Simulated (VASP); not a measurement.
AgCl (Chlorargyrite):

```xyz
2
Lattice="0.0000 2.6980 2.6980 2.6980 0.0000 2.6980 2.6980 2.6980 0.0000" Properties=species:S:1:pos:R:3 pbc="T T T"
Ag    0.0000    0.0000    0.0000
Cl    2.6980    2.6980    2.6980
```

Base run:

* Program: VASP 6.6.1
* Functional: LDA
* Potentials or basis: VASP PAW LDA potentials, release 64 (Ag, Cl)
* Cutoff: 520 eV
* k mesh: 7 × 7 × 7
* Occupations: fermi-dirac, width 0.05 eV
* Spin: no spin polarisation

Its results: band gap on the k mesh 0.74 eV, indirect (least direct gap 3.30 eV); pressure -1.5 GPa.

**Question.** The run is repeated on the same cell with these changes: functional from LDA to PBE; potentials or basis from VASP PAW LDA potentials, release 64 (Ag, Cl) to VASP PAW PBE potentials, release 64 (Ag, Cl). What comes out?

**Answer.** Band gap on the k mesh 0.99 eV, indirect (least direct gap 3.53 eV); pressure 6.5 GPa.

A k mesh can miss the band edges.
